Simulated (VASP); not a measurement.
# Pb (C2/m) in VASP: further runs

The runs below take Pb through single point, with PBEsol.

Program: VASP 6.6.1. These are calculated values, not measurements. Logs are shortened: lines on timing, memory, paths and dates and some standing lists are left out, and cuts for length are marked.

## (1) The cell of the first run

The structure is monoclinic, space group C2/m (No. 12). The conventional cell has a = 6.036 Å, b = 3.477 Å, c = 6.409 Å, α = 90.00°, β = 109.14°, γ = 90.00°. Pb (site symmetry m) has 10 Pb at 3.31 to 3.48 Å within 4.4 Å.

## (2) Single point, PBEsol

Input file INCAR:

```
  ALGO = Fast
  EDIFF = 1E-7
  ENCUT = 520
  GGA = PS
  ISIF = 2
  ISMEAR = -1
  LASPH = True
  LCHARG = False
  LREAL = False
  LWAVE = False
  NBANDS = 21
  NELM = 60
  PREC = Accurate
  SIGMA = 0.05
```

Input file KPOINTS:

```
k-points
0
Gamma
  9 9 5
```

Input file POSCAR:

```
Pb
1.0
    3.0182128647     -1.7385724922      0.0000000000
    3.0182128647      1.7385724922      0.0000000000
   -2.1012644739      0.0000000000      6.0543160853
Pb
2
Direct
    0.9085084100      0.9085084100      0.7262922000
    0.0914915900      0.0914915900      0.2737078000
```

Potentials or basis: VASP PAW PBE potentials, release 64 (Pb_d).

Command:

```bash
> cat potpaw_PBE.64/Pb_d/POTCAR > POTCAR
> mpirun -np 1 vasp_std > vasp.out
```

OUTCAR:

```text
EDIFF = 1E-7
   ENCUT = 520
   GGA = PS
   ISIF = 2
   ISMEAR = -1
   LASPH = True
   LREAL = False
   NELM = 60
   PREC = Accurate

 ion  position               nearest neighbor table
   1  0.909  0.909  0.726-   2 3.31   2 3.38   2 3.38   2 3.43
   2  0.091  0.091  0.274-   1 3.31   1 3.38   1 3.38   1 3.43

  LATTYP: Found a base centered monoclinic cell.
 ALAT       =     6.0364257294
 B/A-ratio  =     0.5760271293
 C/A-ratio  =     1.0616534713
 COS(beta)  =    -0.3278823751

  Lattice vectors:

 A1 = (   3.0182128647,  -1.7385724922,   0.0000000000)
 A2 = (   3.0182128647,   1.7385724922,   0.0000000000)
 A3 = (  -2.1012644739,   0.0000000000,   6.0543160853)

Analysis of symmetry for initial positions (statically):
=====================================================================
 Subroutine PRICEL returns:
 Original cell was already a primitive cell.

 Routine SETGRP: Setting up the symmetry group for a
 base centered monoclinic supercell.

 Subroutine GETGRP returns: Found  4 space group operations
 (whereof  4 operations were pure point group operations)
 out of a pool of  4 trial point group operations.

The static configuration has the point symmetry C_2h.

Analysis of symmetry for dynamics (positions and initial velocities):
=====================================================================
 Subroutine PRICEL returns:
 Original cell was already a primitive cell.

 Routine SETGRP: Setting up the symmetry group for a
 base centered monoclinic supercell.

 Subroutine GETGRP returns: Found  4 space group operations
 (whereof  4 operations were pure point group operations)
 out of a pool of  4 trial point group operations.

The dynamic configuration has the point symmetry C_2h.

 Subroutine INISYM returns: Found  4 space group operations
 (whereof  4 operations are pure point group operations),
 and found     1 'primitive' translations

----------------------------------------------------------------------------------------

                                     Primitive cell

  volume of cell :      63.5386

  direct lattice vectors                    reciprocal lattice vectors
     3.018212865 -1.738572492  0.000000000     0.165660947 -0.287592264  0.057495753
[... 78 lines left out ...]
   ISTART =      0    job   : 0-new  1-cont  2-samecut
   ICHARG =      2    charge: 1-file 2-atom 10-const
   ISPIN  =      1    spin polarized calculation?
   LNONCOLLINEAR =      F non collinear calculations
   LSORBIT =      F    spin-orbit coupling
   LASPH  =      T    aspherical Exc in radial PAW
   ENCUT  =  520.0 eV  38.22 Ry    6.18 a.u.   6.48  6.48 11.92*2*pi/ulx,y,z
   NELM   =     60;   NELMIN=  2; NELMDL= -5     # of ELM steps
   EDIFF  = 0.1E-06   stopping-criterion for ELM
   LREAL  =      F    real-space projection
   EDIFFG = 0.1E-05   stopping-criterion for IOM
   NSW    =      0    number of steps for IOM
   IBRION =     -1    ionic relax: 0-MD 1-quasi-New 2-CG
   NFREE  =      0    steps in history (QN), initial steepest desc. (CG)
   ISIF   =      2    stress and relaxation
   ISYM   =      2    0-nonsym 1-usesym 2-fastsym
   POTIM  = 0.5000    time-step for ionic-motion
   TEBEG  =    0.0;   TEEND  =   0.0 temperature during run
   PSTRESS=    0.0 pullay stress
   NELECT =      28.0000    total number of electrons
   NUPDOWN=      -1.0000    fix difference up-down
   EMIN   =  10.00;   EMAX   =-10.00  energy-range for DOS
   EFERMI =   0.00;   METHOD = LEGACY
   ISMEAR =    -1;   SIGMA  =   0.05  broadening in eV -4-tet -1-fermi 0-gaus
   EFERMI_NEDOS =   21; number of points for ismear=-14 and -15
   IALGO  =     68    algorithm
   IMIX   =      4    mixing-type and parameters
     AMIX     =   0.40;   BMIX     =  1.00
     AMIX_MAG =   1.60;   BMIX_MAG =  1.00
  volume/ion in A,a.u.               =      31.77       214.39
  Fermi-wavevector in a.u.,A,eV,Ry     =   1.245800  2.354220 21.116475  1.552017
  Thomas-Fermi vector in A             =   2.380006
   LORBIT       =      0    0 simple, 1 ext, 2 COOP (PROOUT), +10 PAW based schemes
   GGA     = PS    functional components
   LHFCALC =     F    Hartree Fock is set to
   AEXX    =    0.0000 exact exchange contribution
   IVDW    =     0    specifies the selected vdW correction
   LEPSILON=     F    determine dielectric tensor
   LRPA    =     F    only Hartree local field effects (RPA)
 non-spin polarized calculation
 RMM-DIIS sequential band-by-band and
  energy-cutoff  :      520.00
  volume of cell :       63.54
 maximum number of plane-waves:      1732
 NGX is ok and might be reduce to    28
   NGX = 13   NGY = 13   NGZ = 23

 number of electron      27.9999998 magnetization

 Free energy of the ion-electron system (eV)
  ---------------------------------------------------
  ext. energy  EPLUGINS =         0.00000000
  ---------------------------------------------------
  free energy    TOTEN  =        -7.87155823 eV

  energy without entropy =       -7.86371529  energy(sigma->0) =       -7.86763676

 E-fermi :   6.5136     XC(G=0): -10.0748

 val. band max:        6.5117689218   @ k =   0.3333   0.2222   0.0000
 cond. band min:       6.5532609726   @ k =  -0.3333  -0.4444   0.4000
 fundamental gap:      0.0414920509
 Fermi energy:         6.5135973840

 k-point     1 :       0.0000    0.0000    0.0000
  band No.  band energies     occupation
      1     -10.5207      2.00000
      2     -10.3941      2.00000
      3     -10.3940      2.00000
      4     -10.3910      2.00000
      5     -10.3898      2.00000
      6     -10.3779      2.00000
[... 565 lines left out ...]
     20      13.7593      0.00000
     21      15.4291      0.00000

 [... further k-points ...]

------------------------ aborting loop because EDIFF is reached ----------------------------------------

  FORCE on cell =-STRESS in cart. coord.  units (eV):
  Direction    XX          YY          ZZ          XY          YZ          ZX
  --------------------------------------------------------------------------------------
  -------------------------------------------------------------------------------------
  Total       -0.4146526     -0.4015208     -0.4352413      0.0000000      0.0000000      0.0034335
  in kB      -10.4557986    -10.1246703    -10.9749605      0.0000000      0.0000000      0.0865795
  external PRESSURE =     -10.5184765 kB  Pullay stress =       0.0000000 kB

 VOLUME and BASIS-vectors are now :
 -----------------------------------------------------------------------------
  energy-cutoff  :      520.00
  volume of cell :       63.54
      direct lattice vectors                 reciprocal lattice vectors
     3.018212865 -1.738572492  0.000000000     0.165660947 -0.287592264  0.057495753
     3.018212865  1.738572492  0.000000000     0.165660947  0.287592264  0.057495753
    -2.101264474  0.000000000  6.054316085     0.000000000  0.000000000  0.165171422

 POSITION                                       TOTAL-FORCE (eV/Angst)
 -----------------------------------------------------------------------------------
      3.95801      0.00000      4.39720         0.028053      0.000000     -0.098892
     -0.02285      0.00000      1.65711        -0.028053      0.000000      0.098892
 -----------------------------------------------------------------------------------
    total drift:                                0.000000      0.000000     -0.000000

  FREE ENERGIE OF THE ION-ELECTRON SYSTEM (eV)
  ---------------------------------------------------
  free  energy   TOTEN  =        -7.8715582285 eV

  energy  without entropy=       -7.8637152868  energy(sigma->0) =       -7.86763676
```

stdout:

```text
POSCAR found type information on POSCAR Pb
 POSCAR found :  1 types and       2 ions
 scaLAPACK will be used
 -----------------------------------------------------------------------------
|                                                                             |
|                                                                             |
|     You enforced a specific xc type in the INCAR file but a different       |
|     I HOPE YOU KNOW WHAT YOU ARE DOING!                                     |
|                                                                             |
 -----------------------------------------------------------------------------

 LDA part: xc-table for (Slater+PW92), standard interpolation
 POSCAR, INCAR and KPOINTS ok, starting setup
 FFT: planning ... GRIDC
 FFT: planning ... GRID_SOFT
 FFT: planning ... GRID
 WAVECAR not read
 entering main loop
```

Run time: 2.2 min. Hardware: 1 thread of Intel Xeon Platinum 8259CL at 2.50GHz (Skylake/Cascade Lake), shared host; peak memory 0.26 GiB.

Results:

- Free energy: -7.8716 eV
- Pressure: -1.1 GPa
- Largest force: 0.103 eV/Å
- Band gap on the k mesh: zero (band 14 reaches 12.88 eV, above the bottom of band 15 at 5.12 eV)

Forces in eV/Å, atoms in the order of the input:
```
Pb   0.028  0.000 -0.099
Pb  -0.028  0.000  0.099
```

Caveat: the PAW data sets were made with another functional, which shifts forces and pressure a little; spin-orbit coupling is left out, which moves the levels of the heavy elements.

## (3) Single point, PBEsol

This run uses another cell than the first one, of 32.42 Å³/atom, 1.020 times its volume.

Input file INCAR:

```
SYSTEM = Pb
  PREC = Accurate
  ENCUT = 520
  EDIFF = 1E-7
  ISMEAR = -1
  SIGMA = 0.05
  LREAL = .False.
  LASPH = .True.
  NELM = 80
  ALGO = Fast
  ISIF = 2
  LWAVE = .False.
  LCHARG = .False.
  GGA = PS
  NBANDS = 21
```

Input file KPOINTS:

```
Automatic mesh
0
Gamma
  9 9 5
  0 0 0
```

Input file POSCAR:

```
Pb
1.0
    3.0386068135     -1.7503199600      0.0000000000
    3.0386068135      1.7503199600      0.0000000000
   -2.1154626375      0.0000000000      6.0952248674
Pb
2
Direct
    0.9085084100      0.9085084100      0.7262922000
    0.0914915900      0.0914915900      0.2737078000
```

Potentials or basis: VASP PAW PBE potentials, release 64 (Pb_d).

Command:

```bash
> cat potpaw_PBE.64/Pb_d/POTCAR > POTCAR
> mpirun -np 1 vasp_std > vasp.out
```

It took 2.5 min on 1 thread of Intel Xeon Platinum 8259CL at 2.50GHz (Skylake/Cascade Lake), shared host; peak memory 0.27 GiB.

It converged, with:

| Property | Result |
| --- | --- |
| Free energy | -7.8604 eV |
| Pressure | -1.8 GPa |
| Largest force | 0.138 eV/Å |
| Band gap on the k mesh | zero (band 14 reaches 12.54 eV, above the bottom of band 15 at 4.93 eV) |

Forces on the atoms (eV/Å):
```
Pb   0.027  0.000 -0.135
Pb  -0.027  0.000  0.135
```

Stress tensor (GPa, compression positive):
```
-1.80  0.00  0.00
 0.00 -1.79  0.00
 0.00  0.00 -1.89
```

Levels at points of the mesh, in eV from the Fermi level:
```csv
k point,band 10,band 11,band 12,band 13,band 14,band 15,band 16,band 17,band 18,band 19
"(0.00, 0.00, 0.00)",-16.71,-11.45,-8.37,-3.97,6.24,6.45,6.50,6.55,6.67,9.27
```

Caveat: the PAW data sets were made with another functional, which shifts forces and pressure a little; spin-orbit coupling is left out, which moves the levels of the heavy elements.

## (4) Single point, PBEsol

This run uses another cell than the first one, of 32.42 Å³/atom, 1.020 times its volume.

Input file INCAR:

```
ALGO = Fast
EDIFF = 1E-6
ENCUT = 520
GGA = PS
ISIF = 2
ISMEAR = -1
LASPH = T
LCHARG = F
LREAL = F
LWAVE = F
NBANDS = 21
NELM = 60
PREC = Accurate
SIGMA = 0.05
```

Input file KPOINTS:

```
k-points
0
Gamma
  9 9 5
```

POSCAR is that of step 3.

Command:

```bash
> cat potpaw_PBE.64/Pb_d/POTCAR > POTCAR
> mpirun -np 1 vasp_std > vasp.out
```

Wall time 2.1 min (1 thread of Intel Xeon Platinum 8259CL at 2.50GHz (Skylake/Cascade Lake), shared host); peak memory 0.27 GiB.

It converged, with:

- Free energy: -7.8604 eV
- Pressure: -1.8 GPa
- Largest force: 0.138 eV/Å
- Band gap on the k mesh: zero (band 14 reaches 12.54 eV, above the bottom of band 15 at 4.93 eV)

Forces in eV/Å, atoms in the order of the input:
```
Pb   0.027  0.000 -0.135
Pb  -0.027  0.000  0.135
```

Stress tensor (GPa, compression positive):
```
-1.78  0.00  0.00
 0.00 -1.78  0.00
 0.00  0.00 -1.87
```

Levels at points of the mesh, in eV from the Fermi level:
| k point | band 12 | band 13 | band 14 | band 15 | band 16 | band 17 |
| --- | --- | --- | --- | --- | --- | --- |
| (0.00, 0.00, 0.00) | -8.37 | -3.97 | 6.24 | 6.45 | 6.50 | 6.55 |

Caveat: the PAW data sets were made with another functional, which shifts forces and pressure a little; spin-orbit coupling is left out, which moves the levels of the heavy elements.

## (5) The runs side by side

| cell | further INCAR settings | gap on the mesh (eV) | pressure (GPa) | largest force (eV/Å) |
| --- | --- | --- | --- | --- |
| a = 3.483, b = 3.483, c = 6.409 Å, angles 106.5, 106.5, 59.9°, 2 atoms | ALGO = Fast; EDIFF = 1e-07; NBANDS = 21 | none | -1.1 | 0.10 |
| a = 3.507, b = 3.507, c = 6.452 Å, angles 106.5, 106.5, 59.9°, 2 atoms | ALGO = Fast; EDIFF = 1e-07; NBANDS = 21 | none | -1.8 | 0.14 |
| a = 3.507, b = 3.507, c = 6.452 Å, angles 106.5, 106.5, 59.9°, 2 atoms | ALGO = Fast; EDIFF = 1e-06; NBANDS = 21 | none | -1.8 | 0.14 |

Alike in all rows: task single point; level PBEsol; potentials or basis VASP PAW PBE potentials, release 64 (Pb_d); no spin polarisation; k mesh 9 × 9 × 5; cutoff (eV) 520; smearing fermi-dirac 0.05 eV.

Caveats: the PAW data sets were made with another functional, which shifts forces and pressure a little; spin-orbit coupling is left out, which moves the levels of the heavy elements.

Absolute energies hang on the potentials; compare differences alone.
